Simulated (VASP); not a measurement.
# Ga2SeS2 (P4/mmm) in VASP: relaxation of cell and atoms with PBE

Aim: the relaxation of cell and atoms of Ga2SeS2 with PBE.

Everything below comes from runs of VASP 6.6.1. Logs are shortened: lines on timing, memory, paths and dates and some standing lists are left out, and cuts for length are marked.

## Step 1: The cell of the first run

It takes space group P4/mmm (No. 123, tetragonal). Conventional cell: a = 5.045 Å, b = 5.045 Å, c = 5.053 Å, α = 90.00°, β = 90.00°, γ = 90.00°. Within 3.3 Å of Ga (site symmetry 4mm) lie 2 Ga at 2.47 to 2.58 Å and 4 S at 2.81 Å. Se (site symmetry 4/mmm) has 4 S at 2.52 Å within 3.3 Å. Within 3.3 Å of S (site symmetry mmm) lie 2 Se at 2.52 Å and 4 Ga at 2.81 Å.

The cell was generated, and may not be a known phase.

## Step 2: Relaxation of cell and atoms, PBE

INCAR reads:

```
SYSTEM = Ga2SeS2
PREC = Accurate
ENCUT = 600
EDIFF = 1E-6
ISMEAR = 0
SIGMA = 0.1
LREAL = .False.
LASPH = .True.
NELM = 60
ALGO = Normal
ISIF = 3
LWAVE = .False.
LCHARG = .False.
GGA = PE
IBRION = 2
NSW = 100
EDIFFG = -0.01
```

KPOINTS reads:

```
regular mesh
0
Gamma
  8 8 8
  0 0 0
```

POSCAR reads:

```
Ga2SeS2
1.0
    5.0445940646      0.0000000000      0.0000000000
    0.0000000000      5.0445940646      0.0000000000
    0.0000000000      0.0000000000      5.0529465459
Ga Se S
2 1 2
Direct
    0.0000000000      0.0000000000      0.7444317553
    0.0000000000      0.0000000000      0.2555682447
    0.5000000000      0.5000000000      0.5000000000
    0.0000000000      0.5000000000      0.5000000000
    0.5000000000      0.0000000000      0.5000000000
```

Potentials or basis: VASP PAW PBE potentials, release 64 (Ga_d, Se, S).

Command:

```sh
cat potpaw_PBE.64/Ga_d/POTCAR potpaw_PBE.64/Se/POTCAR potpaw_PBE.64/S/POTCAR > POTCAR
mpirun -np 1 vasp_std > vasp.out
```

OUTCAR:

```text
SYSTEM = Ga2SeS2
   PREC = Accurate
   ENCUT = 600
   EDIFF = 1E-6
   ISMEAR = 0
   LREAL = .False.
   LASPH = .True.
   NELM = 60
   ISIF = 3
   GGA = PE
   IBRION = 2
   NSW = 100
   EDIFFG = -0.01

 ion  position               nearest neighbor table
   1  0.000  0.000  0.744-   2 2.47   2 2.58   4 2.81   5 2.81   4 2.81   5 2.81
   2  0.000  0.000  0.256-   1 2.47   1 2.58   5 2.81   4 2.81   4 2.81   5 2.81
   3  0.500  0.500  0.500-   4 2.52   5 2.52   5 2.52   4 2.52
   4  0.000  0.500  0.500-   3 2.52   3 2.52   1 2.81   1 2.81   2 2.81   2 2.81
   5  0.500  0.000  0.500-   3 2.52   3 2.52   1 2.81   2 2.81   1 2.81   2 2.81

  LATTYP: Found a simple tetragonal cell.
 ALAT       =     5.0445940646
 C/A-ratio  =     1.0016557291

  Lattice vectors:

 A1 = (   5.0445940646,   0.0000000000,   0.0000000000)
 A2 = (   0.0000000000,   5.0445940646,   0.0000000000)
 A3 = (   0.0000000000,   0.0000000000,   5.0529465459)

Analysis of symmetry for initial positions (statically):
=====================================================================
 Subroutine PRICEL returns:
 Original cell was already a primitive cell.

 Routine SETGRP: Setting up the symmetry group for a
 simple tetragonal supercell.

 Subroutine GETGRP returns: Found 16 space group operations
 (whereof 16 operations were pure point group operations)
 out of a pool of 16 trial point group operations.

The static configuration has the point symmetry D_4h.

Analysis of symmetry for dynamics (positions and initial velocities):
=====================================================================
 Subroutine PRICEL returns:
 Original cell was already a primitive cell.

 Routine SETGRP: Setting up the symmetry group for a
 simple tetragonal supercell.

 Subroutine GETGRP returns: Found 16 space group operations
 (whereof 16 operations were pure point group operations)
 out of a pool of 16 trial point group operations.

The dynamic configuration has the point symmetry D_4h.

 Subroutine INISYM returns: Found 16 space group operations
 (whereof 16 operations are pure point group operations),
 and found     1 'primitive' translations

----------------------------------------------------------------------------------------

                                     Primitive cell

  volume of cell :     128.5870

  direct lattice vectors                    reciprocal lattice vectors
     5.044594065  0.000000000  0.000000000     0.198232006  0.000000000  0.000000000
     0.000000000  5.044594065  0.000000000     0.000000000  0.198232006  0.000000000
     0.000000000  0.000000000  5.052946546     0.000000000  0.000000000  0.197904330

  length of vectors
     5.044594065  5.044594065  5.052946546     0.198232006  0.198232006  0.197904330

  position of ions in fractional coordinates (direct lattice)
     0.000000000  0.000000000  0.744431755
     0.000000000  0.000000000  0.255568245
     0.500000000  0.500000000  0.500000000
     0.000000000  0.500000000  0.500000000
     0.500000000  0.000000000  0.500000000

  ion indices of the primitive-cell ions
   primitive index   ion index
                 1           1
                 2           2
                 3           3
                 4           4
                 5           5

----------------------------------------------------------------------------------------

 KPOINTS: regular mesh

Automatic generation of k-mesh.
 Grid dimensions read from file:
 generate k-points for:    8    8    8

 Generating k-lattice:

  Cartesian coordinates                     Fractional coordinates (reciprocal lattice)
     0.024779001  0.000000000  0.000000000     0.125000000  0.000000000  0.000000000
     0.000000000  0.024779001  0.000000000     0.000000000  0.125000000  0.000000000
     0.000000000  0.000000000  0.024738041     0.000000000  0.000000000  0.125000000

  Length of vectors
     0.024779001  0.024779001  0.024738041

  Shift w.r.t. Gamma in fractional coordinates (k-lattice)
     0.000000000  0.000000000  0.000000000

 Subroutine IBZKPT returns following result:
 ===========================================

 Found     75 irreducible k-points:

 Following reciprocal coordinates:
            Coordinates               Weight
  0.000000  0.000000  0.000000      1.000000
  0.125000  0.000000  0.000000      4.000000
  0.250000  0.000000  0.000000      4.000000
  0.375000  0.000000  0.000000      4.000000
  0.500000  0.000000  0.000000      2.000000
  0.125000  0.125000  0.000000      4.000000
[... 16 lines left out ...]
  0.375000  0.125000  0.125000     16.000000
  0.500000  0.125000  0.125000      8.000000
 [... further k-points ...]
   k-points           NKPTS =     75   k-points in BZ     NKDIM =     75   number of bands    NBANDS=     26
   number of dos      NEDOS =    301   number of ions     NIONS =      5
   total plane-waves  NPLWV =  64000
   dimension x,y,z NGX =    40 NGY =   40 NGZ =   40
   dimension x,y,z NGXF=    80 NGYF=   80 NGZF=   80
   ions per type =               2   1   2
   NGX,Y,Z   is equivalent  to a cutoff of  13.18, 13.18, 13.16 a.u.
   NGXF,Y,Z  is equivalent  to a cutoff of  26.36, 26.36, 26.32 a.u.
 SYSTEM =  Ga2SeS2
   PREC   = accura    normal or accurate (medium, high low for compatibility)
   ISTART =      0    job   : 0-new  1-cont  2-samecut
   ICHARG =      2    charge: 1-file 2-atom 10-const
   ISPIN  =      1    spin polarized calculation?
   LNONCOLLINEAR =      F non collinear calculations
   LSORBIT =      F    spin-orbit coupling
   LASPH  =      T    aspherical Exc in radial PAW
   ENCUT  =  600.0 eV  44.10 Ry    6.64 a.u.  10.08 10.08 10.09*2*pi/ulx,y,z
   NELM   =     60;   NELMIN=  2; NELMDL= -5     # of ELM steps
   EDIFF  = 0.1E-05   stopping-criterion for ELM
   LREAL  =      F    real-space projection
   EDIFFG = -.1E-01   stopping-criterion for IOM
   NSW    =    100    number of steps for IOM
   IBRION =      2    ionic relax: 0-MD 1-quasi-New 2-CG
   NFREE  =      1    steps in history (QN), initial steepest desc. (CG)
   ISIF   =      3    stress and relaxation
   ISYM   =      2    0-nonsym 1-usesym 2-fastsym
   POTIM  = 0.5000    time-step for ionic-motion
   TEBEG  =    0.0;   TEEND  =   0.0 temperature during run
   PSTRESS=    0.0 pullay stress
   NELECT =      44.0000    total number of electrons
   NUPDOWN=      -1.0000    fix difference up-down
   EMIN   =  10.00;   EMAX   =-10.00  energy-range for DOS
   EFERMI =   0.00;   METHOD = LEGACY
   ISMEAR =     0;   SIGMA  =   0.10  broadening in eV -4-tet -1-fermi 0-gaus
   EFERMI_NEDOS =   21; number of points for ismear=-14 and -15
   IALGO  =     38    algorithm
   IMIX   =      4    mixing-type and parameters
     AMIX     =   0.40;   BMIX     =  1.00
     AMIX_MAG =   1.60;   BMIX_MAG =  1.00
  volume/ion in A,a.u.               =      25.72       173.55
  Fermi-wavevector in a.u.,A,eV,Ry     =   1.145056  2.163842 17.839318  1.311153
  Thomas-Fermi vector in A             =   2.281746
   LORBIT       =      0    0 simple, 1 ext, 2 COOP (PROOUT), +10 PAW based schemes
   GGA     = PE    functional components
   LHFCALC =     F    Hartree Fock is set to
   AEXX    =    0.0000 exact exchange contribution
   IVDW    =     0    specifies the selected vdW correction
   LEPSILON=     F    determine dielectric tensor
   LRPA    =     F    only Hartree local field effects (RPA)
 conjugate gradient relaxation of ions
 non-spin polarized calculation
 Gauss-broadening in eV      SIGMA  =   0.10
  energy-cutoff  :      600.00
  volume of cell :      128.59
 maximum number of plane-waves:      4337
   NGX = 21   NGY = 21   NGZ = 21

--------------------------------------- Ionic step        1  -------------------------------------------

 number of electron      44.0000000 magnetization

 Free energy of the ion-electron system (eV)
  ---------------------------------------------------
  ext. energy  EPLUGINS =         0.00000000
  ---------------------------------------------------
  free energy    TOTEN  =       -17.16069228 eV

  energy without entropy =      -17.15415016  energy(sigma->0) =      -17.15742122

------------------------ aborting loop because EDIFF is reached ----------------------------------------

  FORCE on cell =-STRESS in cart. coord.  units (eV):
  Direction    XX          YY          ZZ          XY          YZ          ZX
  --------------------------------------------------------------------------------------
  -------------------------------------------------------------------------------------
  Total       -0.2502821     -0.2502821      1.5119079      0.0000000      0.0000000      0.0000000
  in kB       -3.1184814     -3.1184814     18.8381721      0.0000000      0.0000000      0.0000000
  external PRESSURE =       4.2004031 kB  Pullay stress =       0.0000000 kB
[... 98 lines left out ...]
  FREE ENERGIE OF THE ION-ELECTRON SYSTEM (eV)
  ---------------------------------------------------
  free  energy   TOTEN  =       -17.1910289386 eV

  energy  without entropy=      -17.1830055183  energy(sigma->0) =      -17.18701723

[... ionic steps 4 to 23 ...]

--------------------------------------- Ionic step       24  -------------------------------------------

 number of electron      44.0000001 magnetization

------------------------ aborting loop because EDIFF is reached ----------------------------------------

  FORCE on cell =-STRESS in cart. coord.  units (eV):
  Direction    XX          YY          ZZ          XY          YZ          ZX
  --------------------------------------------------------------------------------------
  -------------------------------------------------------------------------------------
  Total       -0.0606928     -0.0606928      0.0012748      0.0000000     -0.0000000      0.0000000
  in kB       -0.7065289     -0.7065289      0.0148402      0.0000000     -0.0000000      0.0000000
  external PRESSURE =      -0.4660725 kB  Pullay stress =       0.0000000 kB
[... 63 lines left out ...]
  energy  without entropy=      -17.1999128346  energy(sigma->0) =      -17.20532665

--------------------------------------- Ionic step       26  -------------------------------------------

 number of electron      44.0000001 magnetization

 Free energy of the ion-electron system (eV)
  ---------------------------------------------------
  ext. energy  EPLUGINS =         0.00000000
  ---------------------------------------------------
  free energy    TOTEN  =       -17.21077889 eV

  energy without entropy =      -17.20004163  energy(sigma->0) =      -17.20541026

 E-fermi :   2.5531     XC(G=0):  -8.2913

 val. band max:        2.5470378412   @ k =   0.5000   0.0000   0.1250
 cond. band min:       2.5539454187   @ k =   0.2500   0.0000   0.1250
 fundamental gap:      0.0069075774
 Fermi energy:         2.5531278902

 k-point     1 :       0.0000    0.0000    0.0000
  band No.  band energies     occupation
      1     -12.8208      2.00000
      2     -12.4682      2.00000
      3     -12.3471      2.00000
      4     -12.3471      2.00000
      5     -12.3413      2.00000
      6     -12.2815      2.00000
[... 685 lines left out ...]
     25       4.5738      0.00000
     26       5.7282      0.00000

 [... further k-points ...]

------------------------ aborting loop because EDIFF is reached ----------------------------------------

  FORCE on cell =-STRESS in cart. coord.  units (eV):
  Direction    XX          YY          ZZ          XY          YZ          ZX
  --------------------------------------------------------------------------------------
  -------------------------------------------------------------------------------------
  Total       -0.0259838     -0.0259838      0.0171338      0.0000000     -0.0000000      0.0000000
  in kB       -0.3024879     -0.3024879      0.1994622      0.0000000     -0.0000000      0.0000000
  external PRESSURE =      -0.1351712 kB  Pullay stress =       0.0000000 kB
[... 20 lines left out ...]
  FREE ENERGIE OF THE ION-ELECTRON SYSTEM (eV)
  ---------------------------------------------------
  free  energy   TOTEN  =       -17.2107788862 eV

  energy  without entropy=      -17.2000416262  energy(sigma->0) =      -17.20541026

 reached required accuracy - stopping structural energy minimisation
```

Wall time 26 min (1 thread of Intel Xeon 6975P-C (Granite Rapids), shared host); peak memory 0.48 GiB.

Results:

| Property | Result |
| --- | --- |
| Free energy | -17.2108 eV |
| Relaxed volume | 27.53 Å³/atom |
| Relaxed cell | a = 4.997 Å, b = 4.997 Å, c = 5.511 Å, α = 90.00°, β = 90.00°, γ = 90.00° |
| Space group after relaxing (to 0.1 Å) | P4/mmm (No. 123) |
| Energy gained by relaxing | 10.0 meV/atom |
| Ionic steps | 26 |
| Pressure after relaxing | 0.0 GPa |
| Largest force after relaxing | 0.005 eV/Å |
| Band gap on the k mesh | zero (bands 22 and 23 overlap by 1.42 eV) |

Forces in eV/Å, atoms in the order of the input:
```
Ga   0.000  0.000 -0.005
Ga   0.000  0.000  0.005
Se   0.000  0.000  0.000
S    0.000  0.000  0.000
S    0.000  0.000  0.000
```

Step by step:
| step | energy change (eV) | largest force (eV/Å) | pressure (GPa) | volume (Å³) |
| --- | --- | --- | --- | --- |
| 1 | 0.0000 | 0.2681 | 0.42 | 128.59 |
| 2 | -0.0219 | 0.0287 | 0.27 | 129.83 |
| 3 | -0.0303 | 0.2517 | 0.21 | 131.00 |
| 4 | -0.0312 | 0.3281 | 0.21 | 131.48 |
| 5 | -0.0441 | 0.0938 | 0.24 | 133.00 |
| 6 | -0.0472 | 0.1020 | 0.32 | 134.52 |
| 7 | -0.0473 | 0.0813 | 0.31 | 134.35 |
| 8 | -0.0487 | 0.0391 | -0.14 | 136.41 |
| 9 | -0.0488 | 0.0471 | -0.06 | 136.02 |
| 10 | -0.0493 | 0.0047 | -0.02 | 136.22 |
| 11 | -0.0495 | 0.0251 | 0.00 | 136.37 |
| 12 | -0.0495 | 0.0344 | -0.01 | 136.42 |
| 13 | -0.0497 | 0.0110 | 0.08 | 136.46 |
| 14 | -0.0497 | 0.0075 | 0.10 | 136.46 |
| 15 | -0.0498 | 0.0026 | 0.07 | 136.73 |
| 16 | -0.0499 | 0.0080 | 0.06 | 136.87 |
| 17 | -0.0500 | 0.0181 | 0.03 | 137.14 |
| 18 | -0.0500 | 0.0220 | 0.04 | 137.24 |
| 19 | -0.0500 | 0.0296 | 0.01 | 137.46 |
| 20 | -0.0500 | 0.0260 | 0.05 | 137.37 |
| 21 | -0.0500 | 0.0288 | 0.01 | 137.43 |
| 22 | -0.0500 | 0.0266 | 0.05 | 137.40 |
| 23 | -0.0500 | 0.0111 | -0.03 | 137.62 |
| 24 | -0.0500 | 0.0082 | -0.05 | 137.63 |
| 25 | -0.0500 | 0.0130 | -0.04 | 137.63 |
| 26 | -0.0501 | 0.0050 | -0.01 | 137.63 |

Final structure:
```xyz
5
Lattice="4.9972 0.0000 0.0000 0.0000 4.9972 0.0000 0.0000 0.0000 5.5113" Properties=species:S:1:pos:R:3 pbc="T T T"
Ga    4.9972    4.9972    4.1163
Ga    0.0000    0.0000    1.3950
Se    2.4986    2.4986    2.7556
S     4.9972    2.4986    2.7556
S     2.4986    4.9972    2.7556
```
